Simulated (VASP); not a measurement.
A run of VASP 6.6.1 is set up as follows.

The input POSCAR:

```
GaN
1.0
    0.0000000000      2.2489526313      2.2489526313
    2.2489526313      0.0000000000      2.2489526313
    2.2489526313      2.2489526313      0.0000000000
Ga N
1 1
Direct
    0.0000000000      0.0000000000      0.0000000000
    0.7500000000      0.7500000000      0.7500000000
```

Contents of INCAR.step1:

```
SYSTEM = GaN
PREC = Accurate
ENCUT = 520
ISMEAR = 0
SIGMA = 0.01
LREAL = .False.
LASPH = .True.
NELM = 60
NBANDS = 16
GGA = PE
ALGO = Normal
EDIFF = 1E-4
LWAVE = .True.
LCHARG = .False.
```

INCAR.step2

```
SYSTEM = GaN
PREC = Accurate
ENCUT = 520
EDIFF = 1E-6
ISMEAR = 0
SIGMA = 0.01
LREAL = .False.
LASPH = .True.
NELM = 60
ALGO = Normal
ISIF = 2
LWAVE = .False.
LCHARG = .True.
METAGGA = R2SCAN
LMIXTAU = .True.
LELF = .True.
LVHAR = .True.
NBANDS = 16
ISTART = 1
```

The input KPOINTS:

```
Automatic mesh
0
Gamma
  10 10 10
  0 0 0
```

Potentials or basis: VASP PAW PBE potentials, release 64 (Ga_d, N).

Launch:

```bash
$ cat potpaw_PBE.64/Ga_d/POTCAR potpaw_PBE.64/N/POTCAR > POTCAR
$ cp INCAR.step1 INCAR
$ mpirun -np 1 vasp_std > vasp.out
$ cp INCAR.step2 INCAR
$ mpirun -np 1 vasp_std > vasp.out
```

(1) What does it give for the band gap on the k mesh?

(2) Predict the pressure.

Answers

(1) 2.16 eV, direct.

(2) 1.1 GPa.

Caveat: the PAW data sets were made with another functional, which shifts forces and pressure a little.
